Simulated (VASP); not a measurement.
# SrTi2O4 (Cmcm) in VASP: relaxation of cell and atoms with PBE

Aim: the relaxation of cell and atoms of SrTi2O4 with PBE.

All numbers are computed with VASP 6.6.1; they aren't measurements. Logs are shortened: lines on timing, memory, paths and dates and some standing lists are left out, and cuts for length are marked.

### 1 The cell of the first run

Symmetry: Cmcm, No. 63, orthorhombic system. The conventional cell has a = 3.170 Å, b = 10.500 Å, c = 10.850 Å, α = 90.00°, β = 90.00°, γ = 90.00°. Sr (site symmetry m2m) has 8 O at 2.33 to 2.96 Å and 2 Sr at 3.17 Å and 2 Ti at 3.31 Å within 3.4 Å. Within 2.8 Å of Ti (site symmetry m) lie 6 O at 2.14 to 2.28 Å. O (site symmetry m2m) has 2 Ti at 2.14 Å and 2 Sr at 2.33 Å within 2.8 Å. O (site symmetry m) has 3 Ti at 2.16 to 2.28 Å and 2 Sr at 2.52 Å and 10 O at 2.93 to 3.19 Å within 3.2 Å. O (site symmetry 2/m) has 4 Ti at 2.24 Å and 2 Sr at 2.96 Å and 12 O at 3.05 to 3.19 Å within 3.2 Å.

### 2 Relaxation of cell and atoms, PBE, collinear spin

INCAR reads:

```
SYSTEM = SrTi2O4
ALGO = Normal
EDIFF = 1E-6
EDIFFG = -0.08
ENCUT = 600
GGA = PE
IBRION = 2
ISIF = 3
ISMEAR = 0
ISPIN = 2
LASPH = .TRUE.
LCHARG = .FALSE.
LMAXMIX = 4
LORBIT = 11
LREAL = .FALSE.
LWAVE = .FALSE.
MAGMOM = 0 0 1 1 1 1 0 0 0 0 0 0 0 0
NELM = 150
NSW = 36
PREC = Accurate
SIGMA = 0.15
```

KPOINTS reads:

```
k-points
0
G
  4 4 1
  0 0 0
```

POSCAR reads:

```
SrTi2O4
1.0
    1.5850000000     -5.2500000000      0.0000000000
    1.5850000000      5.2500000000      0.0000000000
    0.0000000000      0.0000000000     10.8500000000
Sr Ti O
2 4 8
Direct
    0.3880000000      0.6120000000      0.2500000000
    0.6120000000      0.3880000000      0.7500000000
    0.8670000000      0.1330000000      0.9300000000
    0.8670000000      0.1330000000      0.5700000000
    0.1330000000      0.8670000000      0.4300000000
    0.1330000000      0.8670000000      0.0700000000
    0.9500000000      0.0500000000      0.7500000000
    0.2350000000      0.7650000000      0.8850000000
    0.2350000000      0.7650000000      0.6150000000
    0.0500000000      0.9500000000      0.2500000000
    0.7650000000      0.2350000000      0.3850000000
    0.7650000000      0.2350000000      0.1150000000
    0.5000000000      0.5000000000      0.0000000000
    0.5000000000      0.5000000000      0.5000000000
```

Potentials or basis: VASP PAW PBE potentials, release 64 (Sr_sv, Ti_sv, O).

The run is started by

```
> cat potpaw_PBE.64/Sr_sv/POTCAR potpaw_PBE.64/Ti_sv/POTCAR potpaw_PBE.64/O/POTCAR > POTCAR
> mpirun -np 1 vasp_std > vasp.out
```

OUTCAR:

```text
SYSTEM = SrTi2O4
   EDIFF = 1E-6
   EDIFFG = -0.08
   ENCUT = 600
   GGA = PE
   IBRION = 2
   ISIF = 3
   ISMEAR = 0
   ISPIN = 2
   LASPH = .TRUE.
   LORBIT = 11
   LREAL = .FALSE.
   NELM = 150
   NSW = 36
   PREC = Accurate

 ion  position               nearest neighbor table
   1  0.388  0.612  0.250-  10 2.33  10 2.33  12 2.52  11 2.52  11 2.52  12 2.52  14 2.96  13 2.96
                             6 3.31   5 3.31  10 3.55   6 3.60   5 3.60   6 3.60   5 3.60   3 3.82
   2  0.612  0.388  0.750-   7 2.33   7 2.33   8 2.52   8 2.52   9 2.52   9 2.52  14 2.96  13 2.96
                             4 3.31   3 3.31   7 3.55   4 3.60   3 3.60   4 3.60   3 3.60   6 3.82
   3  0.867  0.133  0.930-   7 2.14   8 2.16   8 2.16  13 2.24  13 2.24  12 2.28   2 3.31   2 3.60
                             2 3.60   1 3.82   1 3.82
   4  0.867  0.133  0.570-   7 2.14   9 2.16   9 2.16  14 2.24  14 2.24  11 2.28   2 3.31   2 3.60
                             2 3.60   1 3.82   1 3.82
   5  0.133  0.867  0.430-  10 2.14  11 2.16  11 2.16  14 2.24  14 2.24   9 2.28   1 3.31   1 3.60
                             1 3.60   2 3.82   2 3.82
   6  0.133  0.867  0.070-  10 2.14  12 2.16  12 2.16  13 2.24  13 2.24   8 2.28   1 3.31   1 3.60
                             1 3.60   2 3.82   2 3.82
   7  0.950  0.050  0.750-   3 2.14   4 2.14   2 2.33   2 2.33   2 3.55
   8  0.235  0.765  0.885-   3 2.16   3 2.16   6 2.28   2 2.52   2 2.52
   9  0.235  0.765  0.615-   4 2.16   4 2.16   5 2.28   2 2.52   2 2.52
  10  0.050  0.950  0.250-   5 2.14   6 2.14   1 2.33   1 2.33   1 3.55
  11  0.765  0.235  0.385-   5 2.16   5 2.16   4 2.28   1 2.52   1 2.52
  12  0.765  0.235  0.115-   6 2.16   6 2.16   3 2.28   1 2.52   1 2.52
  13  0.500  0.500  0.000-   6 2.24   3 2.24   6 2.24   3 2.24   1 2.96   2 2.96
  14  0.500  0.500  0.500-   5 2.24   4 2.24   5 2.24   4 2.24   1 2.96   2 2.96

  LATTYP: Found a base centered orthorhombic cell.
 ALAT       =     3.1700000000
 B/A-ratio  =     3.3123028391
 C/A-ratio  =     3.4227129338

  Lattice vectors:

 A1 = (   1.5850000000,  -5.2500000000,   0.0000000000)
 A2 = (   1.5850000000,   5.2500000000,   0.0000000000)
 A3 = (   0.0000000000,   0.0000000000,  10.8500000000)

Analysis of symmetry for initial positions (statically):
=====================================================================
 Subroutine PRICEL returns:
 Original cell was already a primitive cell.

 Routine SETGRP: Setting up the symmetry group for a
 base centered orthorhombic supercell.

 Subroutine GETGRP returns: Found  8 space group operations
 (whereof  4 operations were pure point group operations)
 out of a pool of  8 trial point group operations.

The static configuration has the point symmetry C_2h.
 The point group associated with its full space group is D_2h.

Analysis of symmetry for dynamics (positions and initial velocities):
=====================================================================
 Subroutine PRICEL returns:
 Original cell was already a primitive cell.

 Routine SETGRP: Setting up the symmetry group for a
 base centered orthorhombic supercell.

 Subroutine GETGRP returns: Found  8 space group operations
 (whereof  4 operations were pure point group operations)
 out of a pool of  8 trial point group operations.

The dynamic configuration has the point symmetry C_2h.
 The point group associated with its full space group is D_2h.

Analysis of structural, dynamic, and magnetic symmetry:
=====================================================================
 Subroutine PRICEL returns:
 Original cell was already a primitive cell.

 Routine SETGRP: Setting up the symmetry group for a
 base centered orthorhombic supercell.

 Subroutine GETGRP returns: Found  8 space group operations
 (whereof  4 operations were pure point group operations)
 out of a pool of  8 trial point group operations.

The overall configuration has the point symmetry C_2h.
 The point group associated with its full space group is D_2h.

 Subroutine INISYM returns: Found  8 space group operations
 (whereof  4 operations are pure point group operations),
 and found     1 'primitive' translations

----------------------------------------------------------------------------------------

                                     Primitive cell

  volume of cell :     180.5711
[... 107 lines left out ...]
   NUPDOWN=      -1.0000    fix difference up-down
   EMIN   =  10.00;   EMAX   =-10.00  energy-range for DOS
   EFERMI =   0.00;   METHOD = LEGACY
   ISMEAR =     0;   SIGMA  =   0.15  broadening in eV -4-tet -1-fermi 0-gaus
   EFERMI_NEDOS =   21; number of points for ismear=-14 and -15
   IALGO  =     38    algorithm
   IMIX   =      4    mixing-type and parameters
     AMIX     =   0.40;   BMIX     =  1.00
     AMIX_MAG =   1.60;   BMIX_MAG =  1.00
  volume/ion in A,a.u.               =      12.90        87.04
  Fermi-wavevector in a.u.,A,eV,Ry     =   1.412575  2.669379 27.148616  1.995367
  Thomas-Fermi vector in A             =   2.534309
   LORBIT       =     11    0 simple, 1 ext, 2 COOP (PROOUT), +10 PAW based schemes
   GGA     = PE    functional components
   LHFCALC =     F    Hartree Fock is set to
   AEXX    =    0.0000 exact exchange contribution
   IVDW    =     0    specifies the selected vdW correction
   LEPSILON=     F    determine dielectric tensor
   LRPA    =     F    only Hartree local field effects (RPA)
 conjugate gradient relaxation of ions
 spin polarized calculation
 Gauss-broadening in eV      SIGMA  =   0.15
  energy-cutoff  :      600.00
  volume of cell :      180.57
 maximum number of plane-waves:      6058
 NGX is ok and might be reduce to    48
   NGX = 21   NGY = 21   NGZ = 43

--------------------------------------- Ionic step        1  -------------------------------------------

 number of electron     115.9999995 magnetization       2.9887218

 Free energy of the ion-electron system (eV)
  ---------------------------------------------------
  ext. energy  EPLUGINS =         0.00000000
  ---------------------------------------------------
  free energy    TOTEN  =      -112.13678004 eV

  energy without entropy =     -112.03225542  energy(sigma->0) =     -112.08451773

------------------------ aborting loop because EDIFF is reached ----------------------------------------

  FORCE on cell =-STRESS in cart. coord.  units (eV):
  Direction    XX          YY          ZZ          XY          YZ          ZX
  --------------------------------------------------------------------------------------
  -------------------------------------------------------------------------------------
  Total      -10.7726289    -12.8436929    -20.5285687      0.0000000     -0.0000000      0.0000000
  in kB      -95.5837305   -113.9599348   -182.1465497      0.0000000     -0.0000000      0.0000000
  external PRESSURE =    -130.5634050 kB  Pullay stress =       0.0000000 kB
[... 125 lines left out ...]
  FREE ENERGIE OF THE ION-ELECTRON SYSTEM (eV)
  ---------------------------------------------------
  free  energy   TOTEN  =      -113.8357692684 eV

  energy  without entropy=     -113.7422856043  energy(sigma->0) =     -113.78902744

[... ionic steps 4 to 7 ...]

--------------------------------------- Ionic step        8  -------------------------------------------

 number of electron     115.9999997 magnetization      -0.0000149

------------------------ aborting loop because EDIFF is reached ----------------------------------------
[... 93 lines left out ...]
 number of electron     115.9999992 magnetization       0.0000110

 number of electron     115.9999992 magnetization      -0.0000031

 Free energy of the ion-electron system (eV)
  ---------------------------------------------------
  ext. energy  EPLUGINS =         0.00000000
  ---------------------------------------------------
  free energy    TOTEN  =      -114.75155221 eV

  energy without entropy =     -114.69737538  energy(sigma->0) =     -114.72446380

 E-fermi :   7.6249     XC(G=0): -11.4880

 val. band max:        7.6057826975   @ k =   0.2500   0.0000   0.0000
 cond. band min:       7.6777701588   @ k =   0.5000   0.2500   0.0000
 fundamental gap:      0.0719874613
 Fermi energy:         7.6248676150

 spin component 1

 k-point     1 :       0.0000    0.0000    0.0000
  band No.  band energies     occupation
      1     -50.7274      1.00000
      2     -50.7264      1.00000
      3     -50.6715      1.00000
      4     -50.6706      1.00000
      5     -27.6488      1.00000
      6     -27.6283      1.00000
[... 500 lines left out ...]
     69       9.3824      0.00000
     70       9.6468      0.00000
 Fermi energy:         7.6248676150

 spin component 2

 k-point     1 :       0.0000    0.0000    0.0000
  band No.  band energies     occupation
      1     -50.7274      1.00000
      2     -50.7264      1.00000
      3     -50.6715      1.00000
      4     -50.6706      1.00000
      5     -27.6488      1.00000
      6     -27.6283      1.00000
[... 500 lines left out ...]
     69       9.3824      0.00000
     70       9.6468      0.00000
 [bands above 70 left out]

------------------------ aborting loop because EDIFF is reached ----------------------------------------

  FORCE on cell =-STRESS in cart. coord.  units (eV):
  Direction    XX          YY          ZZ          XY          YZ          ZX
  --------------------------------------------------------------------------------------
  -------------------------------------------------------------------------------------
  Total       -0.5506143      0.1561362     -0.1132228      0.0000000     -0.0000000      0.0000000
  in kB       -5.4225161      1.5376482     -1.1150319      0.0000000     -0.0000000      0.0000000
  external PRESSURE =      -1.6666333 kB  Pullay stress =       0.0000000 kB
[... 29 lines left out ...]
  FREE ENERGIE OF THE ION-ELECTRON SYSTEM (eV)
  ---------------------------------------------------
  free  energy   TOTEN  =      -114.7515522128 eV

  energy  without entropy=     -114.6973753831  energy(sigma->0) =     -114.72446380

 reached required accuracy - stopping structural energy minimisation

 total charge

# of ion       s       p       d       tot
------------------------------------------
    1        2.012   5.824   0.286   8.122
    2        2.012   5.824   0.286   8.122
    3        2.174   6.190   1.858  10.223
    4        2.174   6.190   1.858  10.223
    5        2.174   6.190   1.858  10.223
    6        2.174   6.190   1.858  10.223
    7        1.559   3.472   0.000   5.032
    8        1.555   3.493   0.000   5.048
    9        1.555   3.493   0.000   5.048
   10        1.559   3.472   0.000   5.032
   11        1.555   3.493   0.000   5.048
   12        1.555   3.493   0.000   5.048
   13        1.551   3.471   0.000   5.022
   14        1.551   3.471   0.000   5.022
--------------------------------------------------
tot         25.164  64.266   8.004  97.434

 magnetization (x)

# of ion       s       p       d       tot
------------------------------------------
    1       -0.000   0.000  -0.000   0.000
    2       -0.000   0.000  -0.000   0.000
    3        0.000   0.000   0.000   0.000
    4        0.000   0.000   0.000   0.000
    5        0.000   0.000   0.000   0.000
    6        0.000   0.000   0.000   0.000
    7        0.000   0.000   0.000   0.000
    8        0.000   0.000   0.000   0.000
    9        0.000   0.000   0.000   0.000
   10        0.000   0.000   0.000   0.000
   11        0.000   0.000   0.000   0.000
   12        0.000   0.000   0.000   0.000
   13       -0.000  -0.000   0.000  -0.000
   14       -0.000  -0.000   0.000  -0.000
--------------------------------------------------
tot         -0.000   0.000   0.000   0.000
```

Run time: 83 min. Hardware: 1 thread of Oxide Virtual Turin-like, shared host; peak memory 0.73 GiB.

What came out:

| Quantity | Value |
| --- | --- |
| Free energy | -114.7516 eV |
| Relaxed volume | 11.62 Å³/atom |
| Relaxed cell | a = 5.193 Å, b = 5.193 Å, c = 10.249 Å, α = 90.00°, β = 90.00°, γ = 143.93° |
| Space group after relaxing (to 0.1 Å) | Cmcm (No. 63) |
| Energy gained by relaxing | 186.8 meV/atom |
| Ionic steps | 10 |
| Pressure after relaxing | -0.2 GPa |
| Largest force after relaxing | 0.053 eV/Å |
| Band gap on the k mesh | zero (filled and empty bands overlap) |
| Net moment | 0.00 μB per cell |
| Valence electrons inside the program's atomic spheres | Sr 8.12; Ti 10.22; O 5.03, 5.05, 5.02 (each value once) |

Forces on the atoms (eV/Å):
```
Sr   0.000  0.035  0.000
Sr   0.000 -0.035  0.000
Ti   0.000  0.033  0.042
Ti   0.000  0.033 -0.042
Ti   0.000 -0.033  0.042
Ti   0.000 -0.033 -0.042
O    0.000 -0.008  0.000
O    0.000  0.035 -0.002
O    0.000  0.035  0.002
O    0.000  0.008  0.000
O    0.000 -0.035 -0.002
O    0.000 -0.035  0.002
O    0.000  0.000  0.000
O    0.000  0.000  0.000
```

Stress tensor (GPa, compression positive):
```
-0.54  0.00  0.00
 0.00  0.15  0.00
 0.00  0.00 -0.11
```

Step by step:
```tsv
step	energy change (eV)	largest force (eV/Å)	pressure (GPa)	volume (Å³)
1	0.0000	2.4560	-13.06	180.57
2	-1.6051	1.6861	10.92	154.42
3	-1.6990	1.8062	4.92	158.92
4	-2.3661	0.8714	1.80	160.97
5	-2.4203	0.8192	1.16	161.65
6	-2.5552	0.2577	-1.80	163.97
7	-2.5553	0.2600	-1.82	164.00
8	-2.6040	0.1950	1.02	161.58
9	-2.6041	0.1893	0.95	161.66
10	-2.6148	0.0535	-0.17	162.69
```

Final structure:
```
Sr Ti O
1.0
     1.60741   -4.93745    0.00000
     1.60741    4.93745    0.00000
     0.00000    0.00000   10.24937
Sr Ti O
2 4 8
Direct
  0.38034 0.61966 0.25000
  0.61966 0.38034 0.75000
  0.87680 0.12320 0.93836
  0.87680 0.12320 0.56164
  0.12320 0.87680 0.43836
  0.12320 0.87680 0.06164
  0.92495 0.07505 0.75000
  0.23748 0.76252 0.90051
  0.23748 0.76252 0.59949
  0.07505 0.92495 0.25000
  0.76252 0.23748 0.40051
  0.76252 0.23748 0.09949
  0.50000 0.50000 0.00000
  0.50000 0.50000 0.50000
```

Levels at points of the mesh, in eV from the Fermi level:
Spin up:
```
           k point  band 55  band 56  band 57  band 58  band 59  band 60  band 61  band 62
(0.00, 0.00, 0.00)    -3.39    -3.28    -1.08    -1.00     0.32     0.42     0.79     0.96
(0.50, 0.00, 0.00)    -4.04    -3.76    -0.50     0.12     0.39     0.40     0.42     0.91
(0.50, 0.50, 0.00)    -3.75    -3.28    -1.60    -1.28     0.50     0.63     0.68     0.81
```
Spin down:
| k point | band 54 | band 55 | band 56 | band 57 | band 58 | band 59 | band 60 | band 61 | band 62 | band 63 |
| --- | --- | --- | --- | --- | --- | --- | --- | --- | --- | --- |
| (0.00, 0.00, 0.00) | -3.70 | -3.39 | -3.28 | -1.08 | -1.00 | 0.32 | 0.42 | 0.79 | 0.96 | 0.97 |
| (0.50, 0.00, 0.00) | -4.08 | -4.04 | -3.76 | -0.50 | 0.12 | 0.39 | 0.40 | 0.42 | 0.91 | 0.93 |
| (0.50, 0.50, 0.00) | -3.90 | -3.75 | -3.28 | -1.60 | -1.28 | 0.50 | 0.63 | 0.68 | 0.81 | 0.84 |

Caveat: the k points lie up to 0.61 Å⁻¹ apart in the final cell; semilocal functionals often make such compounds metallic where correlation or magnetic order opens a gap, which also shifts bond lengths; the relaxation stopped at a loose force limit of 0.08 eV/Å, so its end isn't a converged minimum.

The gap in the log of VASP goes by the Fermi energy; the results here count the filled bands.